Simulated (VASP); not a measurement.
Au, 1 atom in the cell. It takes space group Pm-3m (No. 221, cubic). Conventional cell: a = 2.720 Å, b = 2.720 Å, c = 2.720 Å, α = 90.00°, β = 90.00°, γ = 90.00°. Au (site symmetry m-3m) has 6 Au at 2.72 Å within 3.6 Å. 

```yaml
Program: VASP 6.6.1
Task: single point
Functional: r2SCAN
Potentials_or_basis: VASP PAW PBE potentials, release 64 (Au)
Cutoff: 520 eV
k_mesh: 19 × 19 × 19
Occupations: fermi-dirac, width 0.1 eV
Spin: no spin polarisation
Dipole_correction: no
Further_INCAR_settings: ALGO = Normal; EDIFF = 1e-06; NBANDS = 12
```

Potentials or basis: VASP PAW PBE potentials, release 64 (Au).

Run with:

```sh
$ cat potpaw_PBE.64/Au/POTCAR > POTCAR
$ cp INCAR.step1 INCAR
$ mpirun -np 1 vasp_std > vasp.out
$ cp INCAR.step2 INCAR
$ mpirun -np 1 vasp_std > vasp.out
```

Hardware: 1 thread of Intel Xeon 6975P-C, on a shared host.

Problem. Estimate the wall time of this run.

Solution. It took 75 s on 1 thread of Intel Xeon 6975P-C (shared host), peak memory 0.17 GiB. Counts: k points 220.
